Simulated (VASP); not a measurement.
# AlNi3 (Pm-3m) in VASP: further runs

Runs on AlNi3. Level: r2SCAN. Tasks: single point.

Program: VASP 6.6.1. These are calculated values, not measurements. Logs are shortened: lines on timing, memory, paths and dates and some standing lists are left out, and cuts for length are marked.

## Step 1: The cell of the first run

The structure is cubic, space group Pm-3m (No. 221). Conventional cell: a = 3.526 Å, b = 3.526 Å, c = 3.526 Å, α = 90.00°, β = 90.00°, γ = 90.00°. Within 3.3 Å of Al (site symmetry m-3m) lie 12 Ni at 2.49 Å. Ni (site symmetry 4/mmm) has 4 Al at 2.49 Å and 8 Ni at 2.49 Å within 3.3 Å.

## Step 2: Single point, r2SCAN, collinear spin, ferromagnetic start

Input file POSCAR:

```
AlNi3
1.0
    3.5261476939      0.0000000000      0.0000000000
    0.0000000000      3.5261476939      0.0000000000
    0.0000000000      0.0000000000      3.5261476939
Al Ni
1 3
Direct
    0.0000000000      0.0000000000      0.0000000000
    0.0000000000      0.5000000000      0.5000000000
    0.5000000000      0.0000000000      0.5000000000
    0.5000000000      0.5000000000      0.0000000000
```

Input file INCAR.step1:

```
PREC = Accurate ; ENCUT = 520
ISMEAR = 0 ; SIGMA = 0.1
LREAL = False ; LASPH = True
NELM = 150 ; ISPIN = 2
MAGMOM = 0 0.39 0.39 0.39 ; LMAXMIX = 4
NBANDS = 28 ; GGA = PE
ALGO = Normal ; EDIFF = 1E-4
LWAVE = True ; LCHARG = False
```

Input file INCAR.step2:

```
PREC = Accurate ; ENCUT = 520
EDIFF = 1E-6 ; ISMEAR = 0
SIGMA = 0.1 ; LREAL = False
LASPH = True ; NELM = 150
ALGO = Normal ; ISIF = 2
LWAVE = False ; LCHARG = False
ISPIN = 2 ; MAGMOM = 0 0.39 0.39 0.39
LORBIT = 11 ; LMAXMIX = 4
METAGGA = R2SCAN ; LMIXTAU = True
NBANDS = 28 ; ISTART = 1
```

Input file KPOINTS:

```
regular mesh
0
Gamma
  12 12 12
```

Potentials or basis: VASP PAW PBE potentials, release 64 (Al, Ni).

Command:

```sh
$ cat potpaw_PBE.64/Al/POTCAR potpaw_PBE.64/Ni/POTCAR > POTCAR
$ cp INCAR.step1 INCAR
$ mpirun -np 1 vasp_std > vasp.out
$ cp INCAR.step2 INCAR
$ mpirun -np 1 vasp_std > vasp.out
```

OUTCAR:

```text
PREC = Accurate
   ENCUT = 520
   EDIFF = 1E-6
   ISMEAR = 0
   LREAL = False
   LASPH = True
   NELM = 150
   ISIF = 2
   ISPIN = 2
   LORBIT = 11
   METAGGA = R2SCAN
   ISTART = 1

 ion  position               nearest neighbor table
   1  0.000  0.000  0.000-   2 2.49   3 2.49   4 2.49   2 2.49   3 2.49   2 2.49   4 2.49   2 2.49
                             3 2.49   4 2.49   3 2.49   4 2.49
   2  0.000  0.500  0.500-   1 2.49   3 2.49   4 2.49   1 2.49   4 2.49   1 2.49   3 2.49   1 2.49
                             3 2.49   4 2.49   4 2.49   3 2.49
   3  0.500  0.000  0.500-   1 2.49   2 2.49   4 2.49   1 2.49   4 2.49   2 2.49   4 2.49   4 2.49
                             1 2.49   2 2.49   1 2.49   2 2.49
   4  0.500  0.500  0.000-   1 2.49   2 2.49   3 2.49   2 2.49   3 2.49   1 2.49   3 2.49   3 2.49
                             1 2.49   2 2.49   2 2.49   1 2.49

  LATTYP: Found a simple cubic cell.
 ALAT       =     3.5261476939

  Lattice vectors:

 A1 = (   3.5261476939,   0.0000000000,   0.0000000000)
 A2 = (   0.0000000000,   3.5261476939,   0.0000000000)
 A3 = (   0.0000000000,   0.0000000000,   3.5261476939)

Analysis of symmetry for initial positions (statically):
=====================================================================
 Subroutine PRICEL returns:
 Original cell was already a primitive cell.

 Routine SETGRP: Setting up the symmetry group for a
 simple cubic supercell.

 Subroutine GETGRP returns: Found 48 space group operations
 (whereof 48 operations were pure point group operations)
 out of a pool of 48 trial point group operations.

The static configuration has the point symmetry O_h .

Analysis of symmetry for dynamics (positions and initial velocities):
=====================================================================
 Subroutine PRICEL returns:
 Original cell was already a primitive cell.

 Routine SETGRP: Setting up the symmetry group for a
 simple cubic supercell.

 Subroutine GETGRP returns: Found 48 space group operations
 (whereof 48 operations were pure point group operations)
 out of a pool of 48 trial point group operations.

The dynamic configuration has the point symmetry O_h .

Analysis of structural, dynamic, and magnetic symmetry:
=====================================================================
 Subroutine PRICEL returns:
 Original cell was already a primitive cell.

 Routine SETGRP: Setting up the symmetry group for a
 simple cubic supercell.

 Subroutine GETGRP returns: Found 48 space group operations
[... 129 lines left out ...]
  Fermi-wavevector in a.u.,A,eV,Ry     =   1.489175  2.814132 30.172841  2.217641
  Thomas-Fermi vector in A             =   2.602116
   LORBIT       =     11    0 simple, 1 ext, 2 COOP (PROOUT), +10 PAW based schemes
   METAGGA = R2SCAN    functional components
   LHFCALC =     F    Hartree Fock is set to
   AEXX    =    0.0000 exact exchange contribution
   IVDW    =     0    specifies the selected vdW correction
   LEPSILON=     F    determine dielectric tensor
   LRPA    =     F    only Hartree local field effects (RPA)
 spin polarized calculation
 Gauss-broadening in eV      SIGMA  =   0.10
  energy-cutoff  :      520.00
  volume of cell :       43.84
 maximum number of plane-waves:      1208
 NGX is ok and might be reduce to    28
   NGX = 13   NGY = 13   NGZ = 13

 number of electron      32.9999981 magnetization       0.8797868

 Free energy of the ion-electron system (eV)
  ---------------------------------------------------
  ext. energy  EPLUGINS =         0.00000000
  ---------------------------------------------------
  free energy    TOTEN  =       -44.30796744 eV

  energy without entropy =      -44.29660996  energy(sigma->0) =      -44.30228870

 E-fermi :   9.7987     XC(G=0): -13.9310

 val. band max:        9.7936625441   @ k =   0.4167   0.2500   0.0000
 cond. band min:       9.8104239216   @ k =   0.4167   0.4167   0.2500
 fundamental gap:      0.0167613775
 Fermi energy:         9.7986947218

 spin component 1

 k-point     1 :       0.0000    0.0000    0.0000
  band No.  band energies     occupation
      1      -0.8694      1.00000
      2       5.0064      1.00000
      3       5.6958      1.00000
      4       5.6958      1.00000
      5       6.0257      1.00000
      6       6.0257      1.00000
[... 733 lines left out ...]
     27      24.0762      0.00000
     28      24.3829      0.00000

 [... further k-points ...]

 spin component 2

 k-point     1 :       0.0000    0.0000    0.0000
  band No.  band energies     occupation
      1      -1.0291      1.00000
      2       5.0678      1.00000
      3       5.9400      1.00000
      4       5.9400      1.00000
      5       6.5572      1.00000
      6       6.5572      1.00000
[... 733 lines left out ...]
     27      24.0596      0.00000
     28      24.4273      0.00000

 [... further k-points ...]
[... 5 lines left out ...]
  --------------------------------------------------------------------------------------
  -------------------------------------------------------------------------------------
  Total        0.0280330      0.0280330      0.0280330     -0.0000000      0.0000000      0.0000000
  in kB        1.0244221      1.0244221      1.0244221     -0.0000000      0.0000000      0.0000000
  external PRESSURE =       1.0244221 kB  Pullay stress =       0.0000000 kB

 VOLUME and BASIS-vectors are now :
 -----------------------------------------------------------------------------
  energy-cutoff  :      520.00
  volume of cell :       43.84
      direct lattice vectors                 reciprocal lattice vectors
     3.526147694  0.000000000  0.000000000     0.283595608  0.000000000  0.000000000
     0.000000000  3.526147694  0.000000000     0.000000000  0.283595608  0.000000000
     0.000000000  0.000000000  3.526147694     0.000000000  0.000000000  0.283595608

 POSITION                                       TOTAL-FORCE (eV/Angst)
 -----------------------------------------------------------------------------------
      0.00000      0.00000      0.00000         0.000000      0.000000      0.000000
      0.00000      1.76307      1.76307         0.000000      0.000000      0.000000
      1.76307      0.00000      1.76307         0.000000      0.000000      0.000000
      1.76307      1.76307      0.00000         0.000000      0.000000      0.000000
 -----------------------------------------------------------------------------------
    total drift:                                0.000000      0.000000      0.000000

  FREE ENERGIE OF THE ION-ELECTRON SYSTEM (eV)
  ---------------------------------------------------
  free  energy   TOTEN  =       -44.3079674356 eV

  energy  without entropy=      -44.2966099617  energy(sigma->0) =      -44.30228870

 total charge

# of ion       s       p       d       tot
------------------------------------------
    1        0.412   0.415   0.000   0.827
    2        0.520   0.570   8.391   9.482
    3        0.520   0.570   8.391   9.482
    4        0.520   0.570   8.391   9.482
--------------------------------------------------
tot          1.972   2.126  25.174  29.273

 magnetization (x)

# of ion       s       p       d       tot
------------------------------------------
    1       -0.002  -0.015   0.000  -0.016
    2       -0.007  -0.025   0.360   0.328
    3       -0.007  -0.025   0.360   0.328
    4       -0.007  -0.025   0.360   0.328
--------------------------------------------------
tot         -0.023  -0.089   1.079   0.967
```

OSZICAR.step1:

```text
N       E                     dE             d eps       ncg     rms          rms(c)
DAV:   1     0.195652002366E+03    0.19565E+03   -0.13786E+04  9632   0.151E+03
DAV:   2    -0.136050279901E+02   -0.20926E+03   -0.19367E+03  9440   0.294E+02
DAV:   3    -0.258943425386E+02   -0.12289E+02   -0.11403E+02 10472   0.887E+01
DAV:   4    -0.261147122199E+02   -0.22037E+00   -0.22001E+00 10756   0.114E+01
DAV:   5    -0.261226822117E+02   -0.79700E-02   -0.79693E-02 11128   0.193E+00    0.199E+01
DAV:   6    -0.268437285259E+02   -0.72105E+00   -0.30911E+01 10908   0.101E+02    0.206E+01
DAV:   7    -0.219375134939E+02    0.49062E+01   -0.11404E+01 11224   0.549E+01    0.261E+00
DAV:   8    -0.218909130933E+02    0.46600E-01   -0.19407E-01 10256   0.300E+00    0.138E+00
DAV:   9    -0.218704906617E+02    0.20422E-01   -0.17102E-02 12960   0.189E+00    0.663E-01
DAV:  10    -0.218714503254E+02   -0.95966E-03   -0.19052E-03 11476   0.407E-01    0.468E-01
DAV:  11    -0.218742923926E+02   -0.28421E-02   -0.40153E-03 11804   0.117E+00    0.132E-01
DAV:  12    -0.218743569176E+02   -0.64525E-04   -0.61354E-04 10100   0.258E-01
   1 F= -.21874357E+02 E0= -.21866393E+02  d E =-.159272E-01  mag=     0.6942
```

Run time: 11 min. Hardware: 1 thread of Intel Xeon Platinum 8259CL at 2.50GHz (Skylake/Cascade Lake), shared host; peak memory 0.28 GiB.

Results:

```
Free energy                                           : -44.3080 eV
Pressure                                              : 0.1 GPa
Net moment                                            : 0.88 μB per cell
Site moments                                          : Al -0.02; Ni +0.33 μB
Valence electrons inside the program's atomic spheres : Al 0.83; Ni 9.48
```

Caveat: the PAW data sets were made with another functional, which shifts forces and pressure a little.

## Step 3: Single point, r2SCAN, collinear spin, ferromagnetic start

POSCAR is that of step 2.

Input file INCAR.step1:

```
SYSTEM = AlNi3
PREC     = Accurate       ! precision mode
ENCUT    = 520            ! plane-wave cutoff, eV
ISMEAR   = 0              ! smearing method
SIGMA    = 0.1            ! smearing width, eV
LREAL    = .False.        ! projectors in reciprocal space
LASPH    = .True.         ! aspherical terms in the spheres
NELM     = 150            ! most SCF steps
ISPIN    = 2              ! spin polarisation
MAGMOM   = 0 0.4 0.4 0.4  ! initial moments
LMAXMIX  = 4              ! l up to which the mixer works
NBANDS   = 28             ! bands
GGA      = PE             ! functional
ALGO     = Normal         ! electronic algorithm
EDIFF    = 1E-4           ! SCF threshold, eV
LWAVE    = .True.         ! write WAVECAR
LCHARG   = .False.        ! write CHGCAR
```

Input file INCAR.step2:

```
SYSTEM = AlNi3
PREC     = Accurate       ! precision mode
ENCUT    = 520            ! plane-wave cutoff, eV
EDIFF    = 1E-7           ! SCF threshold, eV
ISMEAR   = 0              ! smearing method
SIGMA    = 0.1            ! smearing width, eV
LREAL    = .False.        ! projectors in reciprocal space
LASPH    = .True.         ! aspherical terms in the spheres
NELM     = 150            ! most SCF steps
ALGO     = Normal         ! electronic algorithm
ISIF     = 2              ! what is computed and relaxed
LWAVE    = .False.        ! write WAVECAR
LCHARG   = .False.        ! write CHGCAR
ISPIN    = 2              ! spin polarisation
MAGMOM   = 0 0.4 0.4 0.4  ! initial moments
LORBIT   = 11             ! projections on sites
LMAXMIX  = 4              ! l up to which the mixer works
METAGGA  = R2SCAN         ! meta-GGA
LMIXTAU  = .True.       
NBANDS   = 28             ! bands
ISTART   = 1
```

Input file KPOINTS:

```
regular mesh
0
Gamma
  12 12 12
  0 0 0
```

Potentials or basis: VASP PAW PBE potentials, release 64 (Al, Ni).

Command:

```sh
$ cat potpaw_PBE.64/Al/POTCAR potpaw_PBE.64/Ni/POTCAR > POTCAR
$ cp INCAR.step1 INCAR
$ mpirun -np 1 vasp_std > vasp.out
$ cp INCAR.step2 INCAR
$ mpirun -np 1 vasp_std > vasp.out
```

Wall time 12 min (1 thread of Intel Xeon Platinum 8259CL at 2.50GHz (Skylake/Cascade Lake), shared host); peak memory 0.28 GiB.

The run converged. Its results:

```
Free energy                                           : -44.3080 eV
Pressure                                              : 0.1 GPa
Net moment                                            : 0.88 μB per cell
Site moments                                          : Al -0.02; Ni +0.33 μB
Valence electrons inside the program's atomic spheres : Al 0.83; Ni 9.48
```

Levels at points of the mesh, in eV from the Fermi level:
Spin up:
```
           k point  band 13  band 14  band 15  band 16  band 17  band 18  band 19  band 20  band 21  band 22
(0.00, 0.00, 0.00)    -0.52    -0.41    -0.41    -0.41     0.87     0.87     0.87     6.80     6.80     7.93
(0.50, 0.00, 0.00)    -1.56    -1.48    -1.34    -0.80    -0.41     5.79     5.79     5.82     5.82     6.60
(0.50, 0.50, 0.00)    -1.63    -1.47    -1.35    -1.26    -0.81     0.64     0.64     8.54     8.54     8.67
(0.50, 0.50, 0.50)    -1.63    -1.36    -1.36    -0.56    -0.56    -0.56    -0.31     3.72     4.16     4.16
```
Spin down:
| k point | band 13 | band 14 | band 15 | band 16 | band 17 | band 18 | band 19 | band 20 |
| --- | --- | --- | --- | --- | --- | --- | --- | --- |
| (0.00, 0.00, 0.00) | -0.03 | 0.49 | 0.49 | 0.49 | 0.70 | 0.70 | 0.70 | 6.96 |
| (0.50, 0.00, 0.00) | -0.98 | -0.96 | -0.96 | -0.53 | 0.49 | 5.84 | 5.84 | 5.87 |
| (0.50, 0.50, 0.00) | -1.38 | -1.28 | -0.95 | -0.60 | -0.51 | 1.20 | 1.20 | 8.58 |
| (0.50, 0.50, 0.50) | -1.47 | -1.07 | -1.07 | -0.45 | 0.18 | 0.18 | 0.18 | 3.87 |

Caveat: the PAW data sets were made with another functional, which shifts forces and pressure a little.
